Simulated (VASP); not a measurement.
TiO2:

```xyz
9
Lattice="5.5822 0.0000 0.0000 -2.7911 4.8343 0.0000 0.0000 0.0000 6.0825" Properties=species:S:1:pos:R:3 pbc="T T T"
Ti    2.6065    0.0000    2.0275
Ti   -1.3033    2.2573    4.0550
Ti    1.4878    2.5770    0.0000
O     0.8672    4.1161    0.7339
O     3.6583    0.7182    3.3210
O     0.3400    2.0253    4.7889
O     3.1311    2.8091    5.3485
O    -1.2072    3.5273    2.7614
O     1.5840    1.3071    1.2936
```

Program: VASP 6.6.1. Alike in all runs: task single point; potentials or basis VASP PAW PBE potentials, release 64 (Ti_sv, O); no spin polarisation; cell as given; k mesh 6 × 6 × 5; cutoff (eV) 520.

Task: Order these runs on this cell by their pressure, lowest first.
A. level revPBE; smearing fermi-dirac 0.05 eV
B. level PBE; smearing gaussian 0.014 eV
C. level PBEsol; smearing fermi-dirac 0.05 eV

Result: C (-0.9 GPa), B (1.9 GPa), A (3.7 GPa).

Caveats: the PAW data sets were made with another functional, which shifts forces and pressure a little (at least some runs); the cell stands under pressure (at least some runs).
